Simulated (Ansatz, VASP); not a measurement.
Given: the input of a run of VASP 6.6.1 on Si2Mo.

Contents of INCAR:

```
PREC = Accurate ; ENCUT = 600
EDIFF = 1E-7 ; ISMEAR = -1
SIGMA = 0.05 ; LREAL = F
LASPH = T ; NELM = 60
ALGO = Normal ; ISIF = 3
LWAVE = F ; LCHARG = F
GGA = PE ; IBRION = 2
NSW = 60 ; EDIFFG = -0.01
```

KPOINTS

```
Automatic mesh
0
Gamma
  5 5 3
```

Contents of POSCAR:

```
Si2Mo
1.0
    4.5854715599      0.0000000000      0.0000000000
   -2.2927357800      3.9711348592      0.0000000000
    0.0000000000      0.0000000000      6.5797601000
Mo Si
3 6
Direct
    0.5000000000      0.5000000000      0.8333333333
    0.0000000000      0.5000000000      0.1666666667
    0.5000000000      0.0000000000      0.5000000000
    0.1638729800      0.3277459600      0.5000000000
    0.6722540400      0.8361270200      0.1666666667
    0.8361270200      0.1638729800      0.8333333333
    0.8361270200      0.6722540400      0.5000000000
    0.3277459600      0.1638729800      0.1666666667
    0.1638729800      0.8361270200      0.8333333333
```

Potentials or basis: VASP PAW PBE potentials, release 64 (Mo_sv, Si).

The run is started by

```bash
$ cat potpaw_PBE.64/Mo_sv/POTCAR potpaw_PBE.64/Si/POTCAR > POTCAR
$ mpirun -np 1 vasp_std > vasp.out
```

Translate it to Ansatz 0.2.0. Potentials there: Ansatz PAW.

As run (the cutoff follows the program's own potentials):

The input input.yaml:

```yaml
crystal:
  lattice:
    - [4.5854715599, 0.0, 0.0]
    - [-2.29273578, 3.9711348592, 0.0]
    - [0.0, 0.0, 6.5797601]
  atoms:
    - { symbol: Mo, position: [0.5, 0.5, 0.8333333333] }
    - { symbol: Mo, position: [0.0, 0.5, 0.1666666667] }
    - { symbol: Mo, position: [0.5, 0.0, 0.5] }
    - { symbol: Si, position: [0.16387298, 0.32774596, 0.5] }
    - { symbol: Si, position: [0.67225404, 0.83612702, 0.1666666667] }
    - { symbol: Si, position: [0.83612702, 0.16387298, 0.8333333333] }
    - { symbol: Si, position: [0.83612702, 0.67225404, 0.5] }
    - { symbol: Si, position: [0.32774596, 0.16387298, 0.1666666667] }
    - { symbol: Si, position: [0.16387298, 0.83612702, 0.8333333333] }
hamiltonian:
  xc: pbe
  pseudopotentials: { kind: paw }
kpoints:
  mp_grid: { grid: [5, 5, 3] }
scf:
  occupations: { method: fermi_dirac, width: 0.05 }
output:
  forces: true
  stress: true
  eigenvalues: true
relax:
  f_tol: 0.01
  max_steps: 40
  cell: { stress_tol: 0.05 }
```

Potentials or basis: Ansatz PAW.

Command:

```sh
$ ansatz run input.yaml --threads 4 --pin off --max-ram 11264MiB --backend cpu --events-out ev --progress --plain --runs-dir out
```

Both were run:

|  | VASP | Ansatz | Ansatz less VASP |
| --- | --- | --- | --- |
| gap on the k mesh at the Fermi level, each at its own relaxed structure (eV) | 0.60 | 0.60 | +0.004 |
| relaxed volume (Å³/atom) | 13.54 | 13.53 | -0.004 |
| relaxed length of the cell vector where the two differ most in proportion (Å) | 4.615 | 4.614 | -0.0008 |

Noted on Ansatz's run: odd divisions of the mesh miss points on the zone boundary, where band edges often lie, so the gap on the mesh can be too wide; the plane-wave basis is chosen anew once the cell has moved, so the energies of steps on either side of that aren't comparable.
